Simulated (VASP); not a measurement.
# Ga (I4/mmm) in VASP: notebook, part 2 of 2

VASP 6.6.1.

**3. Single point, PBEsol+D3(BJ) (14.17 Å³/atom)**

This run uses another cell than the first one, of 14.17 Å³/atom.

Input file POSCAR:

```
Ga
1.0
   -1.2851619300      1.2851619300      2.1455501500
    1.2851619300     -1.2851619300      2.1455501500
    1.2851619300      1.2851619300     -2.1455501500
Ga
1
Direct
    0.0000000000      0.0000000000      0.0000000000
```

Input file INCAR.step1:

```
SYSTEM = Ga
  PREC = Accurate
  ENCUT = 400
  EDIFF = 1E-6
  ISMEAR = -1
  SIGMA = 0.1
  LREAL = .FALSE.
  LASPH = .TRUE.
  NELM = 120
  ALGO = Normal
  ISIF = 2
  LWAVE = .FALSE.
  LCHARG = .TRUE.
  GGA = PS
  IVDW = 12
  NBANDS = 12
  GGA_COMPAT = .FALSE.
  NEDOS = 2001
  LORBIT = 11
```

Input file KPOINTS.step1:

```
Automatic mesh
0
G
  13 13 13
  0 0 0
```

Input file INCAR.step2:

```
SYSTEM = Ga
  PREC = Accurate
  ENCUT = 400
  EDIFF = 1E-6
  ISMEAR = -5
  SIGMA = 0.1
  LREAL = .FALSE.
  LASPH = .TRUE.
  NELM = 120
  ALGO = Normal
  ISIF = 2
  LWAVE = .FALSE.
  LCHARG = .FALSE.
  GGA = PS
  IVDW = 12
  LORBIT = 11
  NBANDS = 12
  NEDOS = 2001
  ICHARG = 11
  GGA_COMPAT = .FALSE.
```

Input file KPOINTS.step2:

```
Automatic mesh
0
G
  20 20 20
  0 0 0
```

Potentials or basis: VASP PAW PBE potentials, release 64 (Ga_d).

Started as:

```console
$ cat potpaw_PBE.64/Ga_d/POTCAR > POTCAR
$ cp INCAR.step1 INCAR
$ cp KPOINTS.step1 KPOINTS
$ mpirun -np 1 vasp_std > vasp.out
$ cp INCAR.step2 INCAR
$ cp KPOINTS.step2 KPOINTS
$ mpirun -np 1 vasp_std > vasp.out
```

Run time: 35 s. Hardware: 1 thread of Intel Xeon Platinum 8488C (Sapphire Rapids), shared host; peak memory 0.2 GiB.

Results (log left out):

| Item | Value |
| --- | --- |
| Valence electrons inside the program's atomic spheres | Ga 11.78 |
| Dispersion energy per atom | -0.400 eV |

Levels at points of the mesh, in eV from the Fermi level:
```tsv
k point	band 2	band 3	band 4	band 5	band 6	band 7	band 8	band 9	band 10	band 11
(0.00, 0.00, 0.00)	-15.30	-15.26	-15.26	-14.98	-13.64	15.64	15.65	15.65	17.78	18.70
(0.50, 0.00, 0.00)	-15.50	-15.24	-14.97	-14.88	-5.58	-5.18	9.24	13.48	15.07	17.50
(0.50, 0.50, 0.00)	-15.68	-15.00	-14.96	-14.74	-2.82	-0.37	4.24	5.58	8.77	9.43
(0.50, 0.50, 0.50)	-15.68	-14.90	-14.90	-14.90	-5.26	-4.64	8.19	8.19	11.42	13.33
```

Caveat: three body term missing; the PAW data sets were made with another functional, which shifts forces and pressure a little; tetrahedron occupations give inexact forces and stress in metals.

**4. Single point, PBEsol+D3(BJ)**

Input file POSCAR:

```
Ga
1.0
   -1.3843987200      1.3843987200      2.3112238350
    1.3843987200     -1.3843987200      2.3112238350
    1.3843987200      1.3843987200     -2.3112238350
Ga
1
Direct
    0.0000000000      0.0000000000      0.0000000000
```

Input file INCAR.step1:

```
SYSTEM = Ga
PREC     = Accurate       ! precision mode
ENCUT    = 400            ! plane-wave cutoff, eV
EDIFF    = 1E-6           ! SCF threshold, eV
ISMEAR   = 1              ! smearing method
SIGMA    = 0.1            ! smearing width, eV
LREAL    = .FALSE.        ! projectors in reciprocal space
LASPH    = .TRUE.         ! aspherical terms in the spheres
NELM     = 120            ! most SCF steps
ALGO     = Normal         ! electronic algorithm
ISIF     = 2              ! what is computed and relaxed
LWAVE    = .FALSE.        ! write WAVECAR
LCHARG   = .TRUE.         ! write CHGCAR
GGA      = PS             ! functional
IVDW     = 12             ! dispersion correction
NBANDS   = 12             ! bands
GGA_COMPAT= .FALSE.      
NEDOS    = 2001           ! points of the DOS
LORBIT   = 11             ! projections on sites
```

KPOINTS.step1 is that of step 3.

Input file INCAR.step2:

```
SYSTEM = Ga
PREC     = Accurate       ! precision mode
ENCUT    = 400            ! plane-wave cutoff, eV
EDIFF    = 1E-6           ! SCF threshold, eV
ISMEAR   = -5             ! smearing method
SIGMA    = 0.1            ! smearing width, eV
LREAL    = .FALSE.        ! projectors in reciprocal space
LASPH    = .TRUE.         ! aspherical terms in the spheres
NELM     = 120            ! most SCF steps
ALGO     = Normal         ! electronic algorithm
ISIF     = 2              ! what is computed and relaxed
LWAVE    = .FALSE.        ! write WAVECAR
LCHARG   = .FALSE.        ! write CHGCAR
GGA      = PS             ! functional
IVDW     = 12             ! dispersion correction
LORBIT   = 11             ! projections on sites
NEDOS    = 1001           ! points of the DOS
ICHARG   = 11             ! starting density
GGA_COMPAT= .FALSE.
```

KPOINTS.step2 is that of step 3.

Started as:

```console
$ cat potpaw_PBE.64/Ga_d/POTCAR > POTCAR
$ cp INCAR.step1 INCAR
$ cp KPOINTS.step1 KPOINTS
$ mpirun -np 1 vasp_std > vasp.out
$ cp INCAR.step2 INCAR
$ cp KPOINTS.step2 KPOINTS
$ mpirun -np 1 vasp_std > vasp.out
```

Wall time 36 s (1 thread of Intel Xeon Platinum 8488C (Sapphire Rapids), shared host); peak memory 0.21 GiB.

It converged, with:

```yaml
Valence_electrons_inside_the_program's_atomic_spheres: Ga 11.57
Dispersion_energy_per_atom: -0.319 eV
```

Levels at points of the mesh, in eV from the Fermi level:
```
           k point  band 4  band 5  band 6  band 7  band 8  band 9
(0.00, 0.00, 0.00)  -14.83  -14.67  -11.53   12.68   13.00   13.00
(0.50, 0.00, 0.00)  -14.67  -14.61   -4.90   -4.22    7.91   11.90
(0.50, 0.50, 0.00)  -14.66  -14.52   -1.98   -0.94    3.76    5.08
(0.50, 0.50, 0.50)  -14.63  -14.62   -4.49   -3.95    7.18    7.18
```

Caveat: the PAW data sets were made with another functional, which shifts forces and pressure a little; tetrahedron occupations give inexact forces and stress in metals.

**5. Vibrations by perturbation theory, LDA**

Input file INCAR:

```
PREC = Accurate
ENCUT = 520
EDIFF = 1E-8
ISMEAR = -1
SIGMA = 0.05
LREAL = F
LASPH = T
NELM = 80
ALGO = Normal
ISIF = 2
LWAVE = F
LCHARG = T
IBRION = 8
NSW = 1
```

Input file KPOINTS:

```
regular mesh
0
Gamma
  10 10 10
```

Input file POSCAR:

```
Ga
1.0
   -1.3843987196      1.3843987196      2.3112238365
    1.3843987196     -1.3843987196      2.3112238365
    1.3843987196      1.3843987196     -2.3112238365
Ga
1
Direct
    0.0000000000      0.0000000000      0.0000000000
```

Potentials or basis: VASP PAW LDA potentials, release 64 (Ga_d).

Started as:

```console
$ cat potpaw_LDA.64/Ga_d/POTCAR > POTCAR
$ mpirun -np 1 vasp_std > vasp.out
```

OUTCAR:

```text
PREC = Accurate
   ENCUT = 520
   EDIFF = 1E-8
   ISMEAR = -1
   LREAL = F
   LASPH = T
   NELM = 80
   ISIF = 2
   IBRION = 8
   NSW = 1

 ion  position               nearest neighbor table
   1  0.000  0.000  0.000-

  LATTYP: Found a body centered tetragonal cell.
 ALAT       =     2.7687974392
 C/A-ratio  =     1.6694784557

  Lattice vectors:

 A1 = (  -1.3843987196,   1.3843987196,   2.3112238365)
 A2 = (   1.3843987196,  -1.3843987196,   2.3112238365)
 A3 = (   1.3843987196,   1.3843987196,  -2.3112238365)

Analysis of symmetry for initial positions (statically):
=====================================================================
 Subroutine PRICEL returns:
 Original cell was already a primitive cell.

 Routine SETGRP: Setting up the symmetry group for a
 body centered tetragonal supercell.

 Subroutine GETGRP returns: Found 16 space group operations
 (whereof 16 operations were pure point group operations)
[... 527 lines left out ...]
  ---------------------------------------------------
  free energy    TOTEN  =        -0.15820674 eV

  energy without entropy =       -0.15820674

------------------------ aborting loop because EDIFF is reached ----------------------------------------

 INTERNAL STRAIN TENSOR  FOR ION    1  DIRECTION 3   (eV/Angst):
 -----------------------------------------------------------------------------
    -0.00291  0.00000  0.00000
     0.00000 -0.00291  0.00000
     0.00000  0.00000  0.01155

 INTERNAL STRAIN TENSOR FOR ION    1 for displacements in x,y,z  (eV/Angst):
          X           Y           Z          XY          YZ          ZX
  --------------------------------------------------------------------------------
  x     0.00000     0.00000     0.00000     0.00000     0.00000     0.00000
  y     0.00000     0.00000     0.00000     0.00000     0.00000     0.00000
  z     0.00000     0.00000     0.00000     0.00000     0.00000     0.00000

 SECOND DERIVATIVES (NOT SYMMETRIZED)
 ------------------------------------
               1X          1Y          1Z
  1X     0.023246    0.000000    0.000000
  1Y     0.000000    0.023246    0.000000
  1Z     0.000000   -0.000000    0.027680

 Eigenvectors and eigenvalues of the dynamical matrix
 ----------------------------------------------------

   1 f/i=    0.285452 THz     1.793546 2PiTHz    9.521643 cm-1     1.180533 meV
             X         Y         Z           dx          dy          dz
      0.000000  0.000000  0.000000     1.000000    0.000000    0.000000

   2 f/i=    0.285452 THz     1.793546 2PiTHz    9.521643 cm-1     1.180533 meV
             X         Y         Z           dx          dy          dz
      0.000000  0.000000  0.000000     0.000000    1.000000    0.000000

   3 f/i=    0.311491 THz     1.957157 2PiTHz   10.390228 cm-1     1.288223 meV
             X         Y         Z           dx          dy          dz
      0.000000  0.000000  0.000000     0.000000    0.000000    1.000000

--------------------------------------------------------------------------------------------------------

 ELASTIC MODULI CONTR FROM IONIC RELAXATION (kBar)
 Direction    XX          YY          ZZ          XY          YZ          ZX
 --------------------------------------------------------------------------------
 XX           0.0000      0.0000      0.0000      0.0000      0.0000      0.0000
 YY           0.0000      0.0000      0.0000      0.0000      0.0000      0.0000
 ZZ           0.0000      0.0000      0.0000      0.0000      0.0000      0.0000
 XY           0.0000      0.0000      0.0000      0.0000      0.0000      0.0000
 YZ           0.0000      0.0000      0.0000      0.0000      0.0000      0.0000
 ZX           0.0000      0.0000      0.0000      0.0000      0.0000      0.0000
 --------------------------------------------------------------------------------
```

stdout:

```text
POSCAR found type information on POSCAR Ga
 POSCAR found :  1 types and       1 ions
 scaLAPACK will be used
 LDA part: xc-table for (Slater(with rela. corr.)+CA(PZ))
 , standard interpolation
 POSCAR, INCAR and KPOINTS ok, starting setup
 FFT: planning ... GRIDC
 FFT: planning ... GRID_SOFT
 FFT: planning ... GRID
 WAVECAR not read
 entering main loop
 Linear response reoptimize wavefunctions to high precision
 Linear response DOF=           2
 Linear response progress:
 first order change of Fermi-energy  -0.45094E-05
 force on displaced ion       1 direction 1 :   0.023   0.000   0.000
 Linear response progress:
 first order change of Fermi-energy   0.70066E-04
 force on displaced ion       1 direction 3 :   0.000   0.000   0.028
 Linear response finished
```

It took 86 s on 1 thread of Intel Xeon 8259CL, shared host; peak memory 0.19 GiB.

Caveat: the cell stands under pressure or tension, which shifts response properties; some modes are imaginary.
